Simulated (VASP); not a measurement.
The system is Pd.

```
Pd
1.0
    -1.57228    1.57228    1.57228
     1.57228   -1.57228    1.57228
     1.57228    1.57228   -1.57228
Pd
1
Direct
  0.00000 0.00000 0.00000
```

This isn't the form of Pd at room conditions, which is fcc.

Program: VASP 6.6.1. Alike in all runs: task single point; potentials or basis VASP PAW PBE potentials, release 64 (Pd_sv_GW); cell as given; smearing fermi-dirac 0.05 eV.

Question: Order these runs on this cell by their pressure, lowest first.
A. level r2SCAN0; spin off; k mesh 6 × 6 × 6; cutoff (eV) 510; share of exact exchange 0.25
B. level PBE0; spin non-collinear, zero start, SOC; k mesh 5 × 5 × 5; cutoff (eV) 470; share of exact exchange 0.25
C. level r2SCANh; spin off; k mesh 6 × 6 × 6; cutoff (eV) 510; share of exact exchange 0.1
D. level PBEsol-based global hybrid with 25 % exact exchange; spin off; k mesh 6 × 6 × 6; cutoff (eV) 470; share of exact exchange 0.25

Answer: D (-16.8 GPa), A (-13.0 GPa), C (-11.3 GPa), B (-5.3 GPa).

Caveats: all runs use coarse meshes; the PAW data sets were made with another functional, which shifts forces and pressure a little.
